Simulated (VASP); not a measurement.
# Hf (Im-3m) in VASP: notebook

The runs below take Hf through electric field gradients, with PBEsol, r2SCAN, LDA.

All numbers are computed with VASP 6.6.1; they aren't measurements. Logs are shortened: lines on timing, memory, paths and dates and some standing lists are left out, and cuts for length are marked.

## Step 1: The cell of the first run

The structure is cubic, space group Im-3m (No. 229). Conventional cell: a = 3.582 Å, b = 3.582 Å, c = 3.582 Å, α = 90.00°, β = 90.00°, γ = 90.00°. Within 4.1 Å of Hf (site symmetry m-3m) lie 14 Hf at 3.10 to 3.58 Å.

## Step 2: Electric field gradients, PBEsol (functional pbesol, volume scaled by 1.04)

Input file INCAR:

```
SYSTEM = Hf
PREC = Accurate ; ENCUT = 520
EDIFF = 1E-8 ; ISMEAR = -1
SIGMA = 0.05 ; LREAL = .False.
LASPH = .True. ; NELM = 60
ALGO = Normal ; ISIF = 2
LWAVE = .False. ; LCHARG = .False.
GGA = PS ; LEFG = .True.
NBANDS = 11
```

Input file KPOINTS:

```
regular mesh
0
Gamma
  14 14 14
  0 0 0
```

Input file POSCAR:

```
Hf
1.0
   -1.7907512370      1.7907512370      1.7907512370
    1.7907512370     -1.7907512370      1.7907512370
    1.7907512370      1.7907512370     -1.7907512370
Hf
1
Direct
    0.0000000000      0.0000000000      0.0000000000
```

Potentials or basis: VASP PAW PBE potentials, release 64 (Hf_pv).

Command:

```console
cat potpaw_PBE.64/Hf_pv/POTCAR > POTCAR
mpirun -np 1 vasp_std > vasp.out
```

OUTCAR:

```text
SYSTEM = Hf
   PREC = Accurate
   ENCUT = 520
   EDIFF = 1E-8
   ISMEAR = -1
   LREAL = .False.
   LASPH = .True.
   NELM = 60
   ISIF = 2
   GGA = PS

 ion  position               nearest neighbor table
   1  0.000  0.000  0.000-

  LATTYP: Found a body centered cubic cell.
 ALAT       =     3.5815024740

  Lattice vectors:

 A1 = (  -1.7907512370,   1.7907512370,   1.7907512370)
 A2 = (   1.7907512370,  -1.7907512370,   1.7907512370)
 A3 = (   1.7907512370,   1.7907512370,  -1.7907512370)

Analysis of symmetry for initial positions (statically):
=====================================================================
 Subroutine PRICEL returns:
 Original cell was already a primitive cell.

 Routine SETGRP: Setting up the symmetry group for a
 body centered cubic supercell.

 Subroutine GETGRP returns: Found 48 space group operations
 (whereof 48 operations were pure point group operations)
 out of a pool of 48 trial point group operations.

The static configuration has the point symmetry O_h .

Analysis of symmetry for dynamics (positions and initial velocities):
=====================================================================
 Subroutine PRICEL returns:
 Original cell was already a primitive cell.

 Routine SETGRP: Setting up the symmetry group for a
 body centered cubic supercell.

 Subroutine GETGRP returns: Found 48 space group operations
 (whereof 48 operations were pure point group operations)
 out of a pool of 48 trial point group operations.

The dynamic configuration has the point symmetry O_h .

 Subroutine INISYM returns: Found 48 space group operations
 (whereof 48 operations are pure point group operations),
 and found     1 'primitive' translations

----------------------------------------------------------------------------------------

                                     Primitive cell

  volume of cell :      22.9703

  direct lattice vectors                    reciprocal lattice vectors
    -1.790751237  1.790751237  1.790751237     0.000000000  0.279212428  0.279212428
     1.790751237 -1.790751237  1.790751237     0.279212428  0.000000000  0.279212428
     1.790751237  1.790751237 -1.790751237     0.279212428  0.279212428  0.000000000

  length of vectors
     3.101672126  3.101672126  3.101672126     0.394866002  0.394866002  0.394866002

  position of ions in fractional coordinates (direct lattice)
     0.000000000  0.000000000  0.000000000

  ion indices of the primitive-cell ions
   primitive index   ion index
                 1           1

----------------------------------------------------------------------------------------

 KPOINTS: regular mesh

Automatic generation of k-mesh.
 Grid dimensions read from file:
 generate k-points for:   14   14   14

 Generating k-lattice:

  Cartesian coordinates                     Fractional coordinates (reciprocal lattice)
     0.000000000  0.019943745  0.019943745     0.071428571  0.000000000  0.000000000
     0.019943745  0.000000000  0.019943745     0.000000000  0.071428571  0.000000000
     0.019943745  0.019943745  0.000000000     0.000000000  0.000000000  0.071428571

  Length of vectors
     0.028204714  0.028204714  0.028204714

  Shift w.r.t. Gamma in fractional coordinates (k-lattice)
     0.000000000  0.000000000  0.000000000

 Subroutine IBZKPT returns following result:
 ===========================================

 Found    104 irreducible k-points:

 Following reciprocal coordinates:
            Coordinates               Weight
  0.000000  0.000000  0.000000      1.000000
  0.071429  0.000000  0.000000     12.000000
  0.142857  0.000000  0.000000     12.000000
  0.214286  0.000000  0.000000     12.000000
  0.285714  0.000000  0.000000     12.000000
  0.357143  0.000000  0.000000     12.000000
[... 16 lines left out ...]
  0.285714  0.285714  0.000000     24.000000
  0.357143  0.285714  0.000000     24.000000
 [... further k-points ...]
   k-points           NKPTS =    104   k-points in BZ     NKDIM =    104   number of bands    NBANDS=     11
   number of dos      NEDOS =    301   number of ions     NIONS =      1
   total plane-waves  NPLWV =  13824
   dimension x,y,z NGX =    24 NGY =   24 NGZ =   24
   dimension x,y,z NGXF=    48 NGYF=   48 NGZF=   48
   ions per type =               1
   NGX,Y,Z   is equivalent  to a cutoff of  12.86, 12.86, 12.86 a.u.
   NGXF,Y,Z  is equivalent  to a cutoff of  25.73, 25.73, 25.73 a.u.
 SYSTEM =  Hf
   PREC   = accura    normal or accurate (medium, high low for compatibility)
   ISTART =      0    job   : 0-new  1-cont  2-samecut
   ICHARG =      2    charge: 1-file 2-atom 10-const
   ISPIN  =      1    spin polarized calculation?
   LNONCOLLINEAR =      F non collinear calculations
   LSORBIT =      F    spin-orbit coupling
   LASPH  =      T    aspherical Exc in radial PAW
   ENCUT  =  520.0 eV  38.22 Ry    6.18 a.u.   5.77  5.77  5.77*2*pi/ulx,y,z
   NELM   =     60;   NELMIN=  2; NELMDL= -5     # of ELM steps
   EDIFF  = 0.1E-07   stopping-criterion for ELM
   LREAL  =      F    real-space projection
   EDIFFG = 0.1E-06   stopping-criterion for IOM
   NSW    =      0    number of steps for IOM
   IBRION =     -1    ionic relax: 0-MD 1-quasi-New 2-CG
   NFREE  =      0    steps in history (QN), initial steepest desc. (CG)
   ISIF   =      2    stress and relaxation
   ISYM   =      2    0-nonsym 1-usesym 2-fastsym
   POTIM  = 0.5000    time-step for ionic-motion
   TEBEG  =    0.0;   TEEND  =   0.0 temperature during run
   PSTRESS=    0.0 pullay stress
   NELECT =      10.0000    total number of electrons
   NUPDOWN=      -1.0000    fix difference up-down
   EMIN   =  10.00;   EMAX   =-10.00  energy-range for DOS
   EFERMI =   0.00;   METHOD = LEGACY
   ISMEAR =    -1;   SIGMA  =   0.05  broadening in eV -4-tet -1-fermi 0-gaus
   EFERMI_NEDOS =   21; number of points for ismear=-14 and -15
   IALGO  =     38    algorithm
   IMIX   =      4    mixing-type and parameters
     AMIX     =   0.40;   BMIX     =  1.00
     AMIX_MAG =   1.60;   BMIX_MAG =  1.00
  volume/ion in A,a.u.               =      22.97       155.01
  Fermi-wavevector in a.u.,A,eV,Ry     =   1.240756  2.344688 20.945821  1.539474
  Thomas-Fermi vector in A             =   2.375183
   LORBIT       =      0    0 simple, 1 ext, 2 COOP (PROOUT), +10 PAW based schemes
   GGA     = PS    functional components
   LHFCALC =     F    Hartree Fock is set to
   AEXX    =    0.0000 exact exchange contribution
   IVDW    =     0    specifies the selected vdW correction
   LEPSILON=     F    determine dielectric tensor
   LRPA    =     F    only Hartree local field effects (RPA)
 non-spin polarized calculation
  energy-cutoff  :      520.00
  volume of cell :       22.97
 maximum number of plane-waves:       632
   NGX = 11   NGY = 11   NGZ = 11

 number of electron      10.0000003 magnetization

 Free energy of the ion-electron system (eV)
  ---------------------------------------------------
  ext. energy  EPLUGINS =         0.00000000
  ---------------------------------------------------
  free energy    TOTEN  =       -10.29866630 eV

  energy without entropy =      -10.28102566  energy(sigma->0) =      -10.28984598

 E-fermi :   4.2287     XC(G=0): -11.2711

 val. band max:        4.2178597340   @ k =   0.2857   0.0714  -0.0000
 cond. band min:       4.2369339978   @ k =   0.2857   0.2143   0.0000
 fundamental gap:      0.0190742638
 Fermi energy:         4.2286741980

 k-point     1 :       0.0000    0.0000    0.0000
  band No.  band energies     occupation
      1     -25.6441      2.00000
      2     -25.6441      2.00000
      3     -25.6441      2.00000
      4      -2.7149      2.00000
      5       5.7293      0.00000
      6       5.7293      0.00000
      7       5.7293      0.00000
      8       8.4472      0.00000
      9       8.4472      0.00000
     10      17.3985      0.00000
     11      17.4368      0.00000

 k-point     2 :       0.0714    0.0000    0.0000
  band No.  band energies     occupation
      1     -25.6839      2.00000
      2     -25.6566      2.00000
      3     -25.6442      2.00000
      4      -2.5316      2.00000
      5       5.6015      0.00000
      6       5.6792      0.00000
      7       5.9093      0.00000
      8       8.2448      0.00000
      9       8.4458      0.00000
     10      17.3860      0.00000
     11      17.6088      0.00000

 k-point     3 :       0.1429    0.0000    0.0000
  band No.  band energies     occupation
      1     -25.7939      2.00000
      2     -25.6915      2.00000
      3     -25.6446      2.00000
      4      -2.0060      2.00000
      5       5.2685      0.00000
      6       5.4553      0.00000
      7       6.4415      0.00000
      8       7.9251      0.00000
      9       8.4597      0.00000
     10      17.3844      0.00000
     11      17.9595      0.00000

 k-point     4 :       0.2143    0.0000    0.0000
  band No.  band energies     occupation
      1     -25.9490      2.00000
      2     -25.7414      2.00000
      3     -25.6451      2.00000
      4      -1.2156      2.00000
      5       4.8392      0.00001
      6       5.0186      0.00000
      7       7.3011      0.00000
      8       7.8724      0.00000
      9       8.5283      0.00000
     10      17.3787      0.00000
     11      17.8617      0.00000

 k-point     5 :       0.2857    0.0000    0.0000
  band No.  band energies     occupation
      1     -26.1162      2.00000
      2     -25.7963      2.00000
      3     -25.6458      2.00000
      4      -0.3142      2.00000
      5       4.4172      0.04508
      6       4.6145      0.00089
      7       8.0631      0.00000
      8       8.4394      0.00000
      9       8.6799      0.00000
     10      16.9304      0.00000
     11      17.2853      0.00000
[... 211 lines left out ...]
 k-point    21 :       0.2857    0.2143    0.0000
  band No.  band energies     occupation
      1     -26.2704      2.00000
      2     -25.9555      2.00000
      3     -25.7199      2.00000
      4       1.7147      2.00000
      5       3.6532      1.99998
      6       4.2369      0.91759
      7       8.0875      0.00000
      8       9.0792      0.00000
      9      11.6714      0.00000
     10      13.6189      0.00000
     11      16.9645      0.00000

 k-point    22 :       0.3571    0.2143    0.0000
  band No.  band energies     occupation
      1     -26.2908      2.00000
      2     -26.0050      2.00000
      3     -25.7240      2.00000
      4       2.0160      2.00000
      5       3.7170      1.99993
      6       4.2629      0.67054
      7       8.1867      0.00000
      8       9.2306      0.00000
      9      12.4087      0.00000
     10      12.7815      0.00000
     11      16.1093      0.00000

 k-point    23 :       0.2857    0.2857    0.0000
  band No.  band energies     occupation
      1     -26.2498      2.00000
      2     -26.0493      2.00000
      3     -25.7337      2.00000
      4       2.3627      2.00000
      5       3.5307      2.00000
      6       4.0930      1.87565
      7       8.4070      0.00000
      8       8.9839      0.00000
      9      12.1683      0.00000
     10      13.0506      0.00000
     11      16.1218      0.00000

 k-point    24 :       0.3571    0.2857    0.0000
  band No.  band energies     occupation
      1     -26.2206      2.00000
      2     -26.1054      2.00000
      3     -25.7378      2.00000
      4       2.5996      2.00000
      5       3.6411      1.99998
      6       3.8986      1.99729
      7       8.5738      0.00000
      8       9.0570      0.00000
      9      11.4585      0.00000
     10      13.9388      0.00000
     11      15.3330      0.00000

 [... further k-points ...]
[... 5 lines left out ...]
  --------------------------------------------------------------------------------------
  -------------------------------------------------------------------------------------
  Total       -1.0740619     -1.0740619     -1.0740619      0.0000000     -0.0000000      0.0000000
  in kB      -74.9159237    -74.9159237    -74.9159237      0.0000000     -0.0000000      0.0000000
  external PRESSURE =     -74.9159237 kB  Pullay stress =       0.0000000 kB

 VOLUME and BASIS-vectors are now :
 -----------------------------------------------------------------------------
  energy-cutoff  :      520.00
  volume of cell :       22.97
      direct lattice vectors                 reciprocal lattice vectors
    -1.790751237  1.790751237  1.790751237     0.000000000  0.279212428  0.279212428
     1.790751237 -1.790751237  1.790751237     0.279212428  0.000000000  0.279212428
     1.790751237  1.790751237 -1.790751237     0.279212428  0.279212428  0.000000000

 POSITION                                       TOTAL-FORCE (eV/Angst)
 -----------------------------------------------------------------------------------
      0.00000      0.00000      0.00000        -0.000000      0.000000      0.000000
 -----------------------------------------------------------------------------------
    total drift:                                0.000000      0.000000      0.000000

  FREE ENERGIE OF THE ION-ELECTRON SYSTEM (eV)
  ---------------------------------------------------
  free  energy   TOTEN  =       -10.2986662960 eV

  energy  without entropy=      -10.2810256605  energy(sigma->0) =      -10.28984598

 Electric field gradients (V/A^2)
---------------------------------------------------------------------
 ion       V_xx      V_yy      V_zz      V_xy      V_xz      V_yz
---------------------------------------------------------------------
   1       0.000     0.000    -0.000    -0.000    -0.000    -0.000
---------------------------------------------------------------------

 Electric field gradients after diagonalization (V/A^2)
 (convention: |V_zz| > |V_xx| > |V_yy|)
----------------------------------------------------------------------
 ion       V_xx      V_yy      V_zz     asymmetry (V_yy - V_xx)/ V_zz
----------------------------------------------------------------------
   1       0.000     0.000    -0.001       0.000
----------------------------------------------------------------------

           NMR quadrupolar parameters

 Cq : quadrupolar parameter    Cq=e*Q*V_zz/h
 eta: asymmetry parameters     (V_yy - V_xx)/ V_zz
 Q  : nuclear electric quadrupole moment in mb (millibarn)
----------------------------------------------------------------------
 ion       Cq(MHz)       eta       Q (mb)
----------------------------------------------------------------------
   1      -0.000       0.000       1.000
----------------------------------------------------------------------
```

Run time: 9.2 s. Hardware: 1 thread of Intel Xeon 6975P-C (Granite Rapids), shared host; peak memory 0.15 GiB.

What came out:

```
Free energy            : -10.2987 eV
Pressure               : -7.5 GPa
Band gap on the k mesh : zero (band 5 reaches 5.73 eV, above the bottom of band 6 at 3.51 eV)
```

Caveat: without QUAD_EFG the Cq values of the log hold for a quadrupole moment of 1 mb, not for the nuclei; the PAW data sets were made with another functional, which shifts forces and pressure a little; spin-orbit coupling is left out, which moves the levels of the heavy elements.

[end of part 1 of 3]
